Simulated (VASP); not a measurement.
# Pd (Fm-3m) in VASP: a series of runs

Runs on Pd. Level: PBEsol. Tasks: single point.

All numbers are computed with VASP 6.6.1; they aren't measurements. Logs are shortened: lines on timing, memory, paths and dates and some standing lists are left out, and cuts for length are marked.

### Step 1. The cell of the first run

The structure is cubic, space group Fm-3m (No. 225). Conventional cell: a = 3.837 Å, b = 3.837 Å, c = 3.837 Å, α = 90.00°, β = 90.00°, γ = 90.00°. Within 3.6 Å of Pd (site symmetry m-3m) lie 12 Pd at 2.71 Å.

### Step 2. Single point, PBEsol

File INCAR:

```
PREC = Accurate
ENCUT = 520
EDIFF = 1E-6
ISMEAR = -1
SIGMA = 0.1
LREAL = False
LASPH = True
NELM = 80
ALGO = Normal
ISIF = 2
LWAVE = False
LCHARG = True
GGA = PS
LELF = True
LVHAR = True
NBANDS = 11
```

File KPOINTS:

```
regular mesh
0
Gamma
  24 24 24
```

File POSCAR:

```
Pd
1.0
    0.0000000000      1.9185399898      1.9185399898
    1.9185399898      0.0000000000      1.9185399898
    1.9185399898      1.9185399898      0.0000000000
Pd
1
Direct
    0.0000000000      0.0000000000      0.0000000000
```

Potentials or basis: VASP PAW PBE potentials, release 64 (Pd).

Launch:

```
$ cat potpaw_PBE.64/Pd/POTCAR > POTCAR
$ mpirun -np 1 vasp_std > vasp.out
```

OUTCAR:

```text
PREC = Accurate
   ENCUT = 520
   EDIFF = 1E-6
   ISMEAR = -1
   LREAL = False
   LASPH = True
   NELM = 80
   ISIF = 2
   GGA = PS

 ion  position               nearest neighbor table
   1  0.000  0.000  0.000-

  LATTYP: Found a face centered cubic cell.
 ALAT       =     3.8370799796

  Lattice vectors:

 A1 = (   0.0000000000,   1.9185399898,   1.9185399898)
 A2 = (   1.9185399898,   0.0000000000,   1.9185399898)
 A3 = (   1.9185399898,   1.9185399898,   0.0000000000)

Analysis of symmetry for initial positions (statically):
=====================================================================
 Subroutine PRICEL returns:
 Original cell was already a primitive cell.

 Routine SETGRP: Setting up the symmetry group for a
 face centered cubic supercell.

 Subroutine GETGRP returns: Found 48 space group operations
 (whereof 48 operations were pure point group operations)
 out of a pool of 48 trial point group operations.

The static configuration has the point symmetry O_h .

Analysis of symmetry for dynamics (positions and initial velocities):
=====================================================================
 Subroutine PRICEL returns:
 Original cell was already a primitive cell.

 Routine SETGRP: Setting up the symmetry group for a
 face centered cubic supercell.

 Subroutine GETGRP returns: Found 48 space group operations
 (whereof 48 operations were pure point group operations)
 out of a pool of 48 trial point group operations.

The dynamic configuration has the point symmetry O_h .

 Subroutine INISYM returns: Found 48 space group operations
 (whereof 48 operations are pure point group operations),
 and found     1 'primitive' translations

----------------------------------------------------------------------------------------

                                     Primitive cell

  volume of cell :      14.1235

  direct lattice vectors                    reciprocal lattice vectors
     0.000000000  1.918539990  1.918539990    -0.260614844  0.260614844  0.260614844
     1.918539990  0.000000000  1.918539990     0.260614844 -0.260614844  0.260614844
     1.918539990  1.918539990  0.000000000     0.260614844  0.260614844 -0.260614844

  length of vectors
     2.713225274  2.713225274  2.713225274     0.451398151  0.451398151  0.451398151

  position of ions in fractional coordinates (direct lattice)
     0.000000000  0.000000000  0.000000000

  ion indices of the primitive-cell ions
   primitive index   ion index
                 1           1

----------------------------------------------------------------------------------------

 KPOINTS: regular mesh

Automatic generation of k-mesh.
 Grid dimensions read from file:
 generate k-points for:   24   24   24

 Generating k-lattice:

  Cartesian coordinates                     Fractional coordinates (reciprocal lattice)
    -0.010858952  0.010858952  0.010858952     0.041666667  0.000000000  0.000000000
     0.010858952 -0.010858952  0.010858952     0.000000000  0.041666667  0.000000000
     0.010858952  0.010858952 -0.010858952     0.000000000  0.000000000  0.041666667

  Length of vectors
     0.018808256  0.018808256  0.018808256

  Shift w.r.t. Gamma in fractional coordinates (k-lattice)
     0.000000000  0.000000000  0.000000000

 Subroutine IBZKPT returns following result:
 ===========================================

 Found    413 irreducible k-points:

 Following reciprocal coordinates:
            Coordinates               Weight
  0.000000  0.000000  0.000000      1.000000
  0.041667  0.000000  0.000000      8.000000
  0.083333  0.000000  0.000000      8.000000
  0.125000  0.000000  0.000000      8.000000
  0.166667  0.000000  0.000000      8.000000
  0.208333  0.000000  0.000000      8.000000
[... 16 lines left out ...]
  0.416667  0.041667  0.000000     24.000000
  0.458333  0.041667  0.000000     24.000000
 [... further k-points ...]
   k-points           NKPTS =    413   k-points in BZ     NKDIM =    413   number of bands    NBANDS=     11
   number of dos      NEDOS =    301   number of ions     NIONS =      1
   total plane-waves  NPLWV =   8000
   dimension x,y,z NGX =    20 NGY =   20 NGZ =   20
   dimension x,y,z NGXF=    40 NGYF=   40 NGZF=   40
   ions per type =               1
   NGX,Y,Z   is equivalent  to a cutoff of  12.25, 12.25, 12.25 a.u.
   NGXF,Y,Z  is equivalent  to a cutoff of  24.51, 24.51, 24.51 a.u.
 SYSTEM =  unknown system
   PREC   = accura    normal or accurate (medium, high low for compatibility)
   ISTART =      0    job   : 0-new  1-cont  2-samecut
   ICHARG =      2    charge: 1-file 2-atom 10-const
   ISPIN  =      1    spin polarized calculation?
   LNONCOLLINEAR =      F non collinear calculations
   LSORBIT =      F    spin-orbit coupling
   LASPH  =      T    aspherical Exc in radial PAW
   ENCUT  =  520.0 eV  38.22 Ry    6.18 a.u.   5.04  5.04  5.04*2*pi/ulx,y,z
   NELM   =     80;   NELMIN=  2; NELMDL= -5     # of ELM steps
   EDIFF  = 0.1E-05   stopping-criterion for ELM
   LREAL  =      F    real-space projection
   EDIFFG = 0.1E-04   stopping-criterion for IOM
   NSW    =      0    number of steps for IOM
   IBRION =     -1    ionic relax: 0-MD 1-quasi-New 2-CG
   NFREE  =      0    steps in history (QN), initial steepest desc. (CG)
   ISIF   =      2    stress and relaxation
   ISYM   =      2    0-nonsym 1-usesym 2-fastsym
   POTIM  = 0.5000    time-step for ionic-motion
   TEBEG  =    0.0;   TEEND  =   0.0 temperature during run
   PSTRESS=    0.0 pullay stress
   NELECT =      10.0000    total number of electrons
   NUPDOWN=      -1.0000    fix difference up-down
   EMIN   =  10.00;   EMAX   =-10.00  energy-range for DOS
   EFERMI =   0.00;   METHOD = LEGACY
   ISMEAR =    -1;   SIGMA  =   0.10  broadening in eV -4-tet -1-fermi 0-gaus
   EFERMI_NEDOS =   21; number of points for ismear=-14 and -15
   IALGO  =     38    algorithm
   IMIX   =      4    mixing-type and parameters
     AMIX     =   0.40;   BMIX     =  1.00
     AMIX_MAG =   1.60;   BMIX_MAG =  1.00
  volume/ion in A,a.u.               =      14.12        95.31
  Fermi-wavevector in a.u.,A,eV,Ry     =   1.459130  2.757356 28.967623  2.129060
  Thomas-Fermi vector in A             =   2.575733
   LORBIT       =      0    0 simple, 1 ext, 2 COOP (PROOUT), +10 PAW based schemes
   GGA     = PS    functional components
   LHFCALC =     F    Hartree Fock is set to
   AEXX    =    0.0000 exact exchange contribution
   IVDW    =     0    specifies the selected vdW correction
   LEPSILON=     F    determine dielectric tensor
   LRPA    =     F    only Hartree local field effects (RPA)
 non-spin polarized calculation
  energy-cutoff  :      520.00
  volume of cell :       14.12
 maximum number of plane-waves:       392
   NGX =  9   NGY =  9   NGZ =  9

 number of electron      10.0000005 magnetization

 Free energy of the ion-electron system (eV)
  ---------------------------------------------------
  ext. energy  EPLUGINS =         0.00000000
  ---------------------------------------------------
  free energy    TOTEN  =        -5.98661069 eV

  energy without entropy =       -5.92640058  energy(sigma->0) =       -5.95650564

 E-fermi :  10.4083     XC(G=0): -13.6518

 val. band max:       10.4058035034   @ k =  -0.2917   0.0833   0.0000
 cond. band min:      10.4084217611   @ k =   0.4583   0.1667   0.0000
 fundamental gap:      0.0026182577
 Fermi energy:        10.4082738610

 k-point     1 :       0.0000    0.0000    0.0000
  band No.  band energies     occupation
      1       2.7889      2.00000
      2       7.3165      2.00000
      3       7.3165      2.00000
      4       7.3165      2.00000
      5       9.0660      2.00000
      6       9.0660      2.00000
      7      27.5120      0.00000
      8      32.5299      0.00000
      9      32.5299      0.00000
     10      32.5299      0.00000
     11      36.3163      0.00000

 k-point     2 :       0.0417    0.0000    0.0000
  band No.  band energies     occupation
      1       2.8550      2.00000
      2       7.2911      2.00000
      3       7.3405      2.00000
      4       7.3405      2.00000
      5       9.0536      2.00000
      6       9.0536      2.00000
      7      27.5903      0.00000
      8      32.0744      0.00000
      9      32.6111      0.00000
     10      32.6111      0.00000
     11      36.3385      0.00000

 k-point     3 :       0.0833    0.0000    0.0000
  band No.  band energies     occupation
      1       3.0491      2.00000
      2       7.2220      2.00000
      3       7.4074      2.00000
      4       7.4074      2.00000
      5       9.0226      2.00000
      6       9.0226      2.00000
      7      27.8016      0.00000
      8      31.0292      0.00000
      9      32.8489      0.00000
     10      32.8489      0.00000
     11      36.3633      0.00000

 k-point     4 :       0.1250    0.0000    0.0000
  band No.  band energies     occupation
      1       3.3577      2.00000
      2       7.1307      2.00000
      3       7.5012      2.00000
      4       7.5012      2.00000
      5       8.9913      2.00000
      6       8.9913      2.00000
      7      28.0496      0.00000
      8      29.8041      0.00000
      9      33.2230      0.00000
     10      33.2230      0.00000
     11      36.5169      0.00000
[... 239 lines left out ...]
 k-point    22 :       0.3750    0.0417    0.0000
  band No.  band energies     occupation
      1       4.8353      2.00000
      2       7.3840      2.00000
      3       7.4770      2.00000
      4       8.6988      2.00000
      5      10.0144      1.96180
      6      10.0654      1.93716
      7      21.1691      0.00000
      8      27.6454      0.00000
      9      32.3482      0.00000
     10      33.3924      0.00000
     11      36.3557      0.00000

 k-point    23 :       0.4167    0.0417    0.0000
  band No.  band energies     occupation
      1       4.7931      2.00000
      2       7.3042      2.00000
      3       7.3983      2.00000
      4       9.3212      1.99996
      5      10.2087      1.76079
      6      10.6096      0.23564
      7      19.7798      0.00000
      8      27.2942      0.00000
      9      31.9245      0.00000
     10      32.5804      0.00000
     11      36.3568      0.00000

 k-point    24 :       0.4583    0.0417    0.0000
  band No.  band energies     occupation
      1       4.7513      2.00000
      2       7.2502      2.00000
      3       7.3394      2.00000
      4       9.7293      1.99775
      5      10.3321      1.36346
      6      11.2233      0.00058
      7      18.6544      0.00000
      8      27.0537      0.00000
      9      31.6706      0.00000
     10      31.9639      0.00000
     11      36.3586      0.00000

 [... further k-points ...]
[... 5 lines left out ...]
  --------------------------------------------------------------------------------------
  -------------------------------------------------------------------------------------
  Total        0.5832313      0.5832313      0.5832313      0.0000000      0.0000000     -0.0000000
  in kB       66.1620282     66.1620282     66.1620282      0.0000000      0.0000000     -0.0000000
  external PRESSURE =      66.1620282 kB  Pullay stress =       0.0000000 kB

 VOLUME and BASIS-vectors are now :
 -----------------------------------------------------------------------------
  energy-cutoff  :      520.00
  volume of cell :       14.12
      direct lattice vectors                 reciprocal lattice vectors
     0.000000000  1.918539990  1.918539990    -0.260614844  0.260614844  0.260614844
     1.918539990  0.000000000  1.918539990     0.260614844 -0.260614844  0.260614844
     1.918539990  1.918539990  0.000000000     0.260614844  0.260614844 -0.260614844

 POSITION                                       TOTAL-FORCE (eV/Angst)
 -----------------------------------------------------------------------------------
      0.00000      0.00000      0.00000         0.000000      0.000000      0.000000
 -----------------------------------------------------------------------------------
    total drift:                                0.000000      0.000000      0.000000

  FREE ENERGIE OF THE ION-ELECTRON SYSTEM (eV)
  ---------------------------------------------------
  free  energy   TOTEN  =        -5.9866106944 eV

  energy  without entropy=       -5.9264005844  energy(sigma->0) =       -5.95650564
```

Run time: 55 s. Hardware: 1 thread of Intel Xeon Platinum 8259CL at 2.50GHz (Skylake/Cascade Lake), shared host; peak memory 0.17 GiB.

Results:

```
Free energy            : -5.9866 eV
Pressure               : 6.6 GPa
Band gap on the k mesh : zero (band 5 reaches 10.70 eV, above the bottom of band 6 at 8.99 eV)
```

Caveat: the PAW data sets were made with another functional, which shifts forces and pressure a little.

### Step 3. Single point, PBEsol

This run uses another cell than the first one, of 14.31 Å³/atom, 1.013 times its volume.

File INCAR:

```
SYSTEM = Pd
PREC = Accurate
ENCUT = 520
EDIFF = 1E-6
ISMEAR = -1
SIGMA = 0.1
LREAL = .FALSE.
LASPH = .TRUE.
NELM = 80
ALGO = Normal
ISIF = 2
LWAVE = .FALSE.
LCHARG = .FALSE.
GGA = PS
NBANDS = 11
```

File KPOINTS:

```
regular mesh
0
G
  24 24 24
  0 0 0
```

File POSCAR:

```
Pd
1.0
    0.0000000000      1.9267964994      1.9267964994
    1.9267964994      0.0000000000      1.9267964994
    1.9267964994      1.9267964994      0.0000000000
Pd
1
Direct
    0.0000000000      0.0000000000      0.0000000000
```

Potentials or basis: VASP PAW PBE potentials, release 64 (Pd).

Launch:

```
$ cat potpaw_PBE.64/Pd/POTCAR > POTCAR
$ mpirun -np 1 vasp_std > vasp.out
```

Run time: 52 s. Hardware: 1 thread of Intel Xeon Platinum 8259CL at 2.50GHz (Skylake/Cascade Lake), shared host; peak memory 0.17 GiB.

It converged, with:

```yaml
Free_energy: -5.9926 eV
Pressure: 3.6 GPa
Band_gap_on_the_k_mesh: zero (band 5 reaches 10.47 eV, above the bottom of band 6 at 8.79 eV)
```

Levels at points of the mesh, in eV from the Fermi level:
```tsv
k point	band 1	band 2	band 3	band 4	band 5	band 6	band 7	band 8	band 9	band 10
(0.00, 0.00, 0.00)	-7.52	-3.03	-3.03	-3.03	-1.32	-1.32	17.10	22.05	22.05	22.05
(0.50, 0.00, 0.00)	-5.62	-3.08	-3.08	-0.05	-0.05	0.82	7.48	16.47	21.28	21.28
(0.50, 0.50, 0.00)	-5.73	-5.42	-0.07	0.28	0.28	3.22	11.00	13.24	13.24	21.90
```

Caveat: the PAW data sets were made with another functional, which shifts forces and pressure a little.

(Continued in part 2 of 2.)
